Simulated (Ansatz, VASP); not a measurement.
**AlNi2 in VASP and in Ansatz**

Contents of INCAR:

```
SYSTEM = AlNi2
ALGO = Fast
EDIFF = 1E-6
ENCUT = 520
GGA = PS
ISIF = 2
ISMEAR = 0
LASPH = .True.
LCHARG = .False.
LREAL = .False.
LWAVE = .False.
NBANDS = 32
NELM = 60
PREC = Accurate
SIGMA = 0.1
```

File KPOINTS:

```
k-points
0
Gamma
  12 12 8
  0 0 0
```

POSCAR

```
AlNi2
1.0
    3.9740030242      0.0000000000      0.0000000000
   -1.9870015121      3.4415875737      0.0000000000
    0.0000000000      0.0000000000      4.9042588200
Al Ni
2 4
Direct
    0.3333333300      0.6666666700      0.1898740600
    0.6666666700      0.3333333300      0.8101259400
    0.3333333300      0.6666666700      0.6851100400
    0.6666666700      0.3333333300      0.3148899600
    0.0000000000      0.0000000000      0.5000000000
    0.0000000000      0.0000000000      0.0000000000
```

Input for Ansatz:

```yaml
crystal:
  lattice:
    - [3.9740030242, 0.0, 0.0]
    - [-1.9870015121, 3.4415875737, 0.0]
    - [0.0, 0.0, 4.90425882]
  atoms:
    - { symbol: Al, position: [0.33333333, 0.66666667, 0.18987406] }
    - { symbol: Al, position: [0.66666667, 0.33333333, 0.81012594] }
    - { symbol: Ni, position: [0.33333333, 0.66666667, 0.68511004] }
    - { symbol: Ni, position: [0.66666667, 0.33333333, 0.31488996] }
    - { symbol: Ni, position: [0.0, 0.0, 0.5] }
    - { symbol: Ni, position: [0.0, 0.0, 0.0] }
basis:
  ecutwfc: 420
kpoints:
  mp_grid: { grid: [12, 12, 8] }
hamiltonian:
  xc: pbesol
scf:
  occupations: { method: gaussian, width: 0.1 }
output:
  forces: true
  stress: true
  eigenvalues: true
  populations: true
```

Alike in both runs: task single point; functional PBEsol; k mesh 12 × 12 × 8; occupations gaussian, width 0.1 eV; no spin polarisation.

|  | VASP | Ansatz |
| --- | --- | --- |
| version | VASP 6.6.1 | Ansatz 0.2.0 |
| potentials or method | VASP PAW PBE potentials, release 64 (Al, Ni), cutoff 520 eV | scalar-relativistic, plane waves, PAW |
| valence electrons in the cell | 46 | 78 |

Ansatz gave:

```
gap on the k mesh at the Fermi level (eV) : none
pressure (GPa)                            : 0.1
rms of the force components (eV/Å)        : 0.021
```

**Question.** Which values does VASP return?

**Answer.** gap on the k mesh at the Fermi level (eV): none; pressure (GPa): 0.2; rms of the force components (eV/Å): 0.021.

VASP's potentials were made for PBE, not for PBEsol. Atom by atom the forces differ by 0.004 eV/Å (rms over components). A gap of «none» marks a metal or a gap that the smearing closes. VASP's potentials hold 46 valence electrons a cell and Ansatz's 78, so a difference there can come from the potentials and not from the codes.
